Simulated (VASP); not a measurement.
Write the native input for VASP 6.6.1 that does the following.

| Quantity | Value |
| --- | --- |
| Task | single point |
| Functional | LDA |
| Potentials or basis | VASP PAW LDA potentials, release 64 (Cd) |
| Cutoff | 520 eV |
| k mesh | 16 × 16 × 9 |
| Occupations | fermi-dirac, width 0.1 eV |
| Spin | no spin polarisation |
| Dipole correction | no |
| Further INCAR settings | ALGO = Normal; EDIFF = 1e-06; NBANDS = 19 |

The structure of Cd lies in POSCAR:

```
Cd
1.0
    2.8920488916      0.0000000000      0.0000000000
   -1.4460244458      2.5045878091      0.0000000000
    0.0000000000      0.0000000000      5.2190752554
Cd
2
Direct
    0.3333333333      0.6666666667      0.2500000000
    0.6666666667      0.3333333333      0.7500000000
```

The input as run:

INCAR

```
SYSTEM = Cd
PREC = Accurate
ENCUT = 520
EDIFF = 1E-6
ISMEAR = -1
SIGMA = 0.1
LREAL = .FALSE.
LASPH = .TRUE.
NELM = 80
ALGO = Normal
ISIF = 2
LWAVE = .FALSE.
LCHARG = .FALSE.
NBANDS = 19
```

KPOINTS

```
regular mesh
0
G
  16 16 9
  0 0 0
```

Potentials or basis: VASP PAW LDA potentials, release 64 (Cd).

Launch:

```bash
$ cat potpaw_LDA.64/Cd/POTCAR > POTCAR
$ mpirun -np 1 vasp_std > vasp.out
```

Results of the run:

The pressure is 5.0 GPa and the band gap on the k mesh is zero (bands 12 and 13 overlap by 3.85 eV).

Caveat: the cell stands under pressure.

It took 70 s on 1 thread of Intel Xeon 8259CL (shared host), peak memory 0.21 GiB.
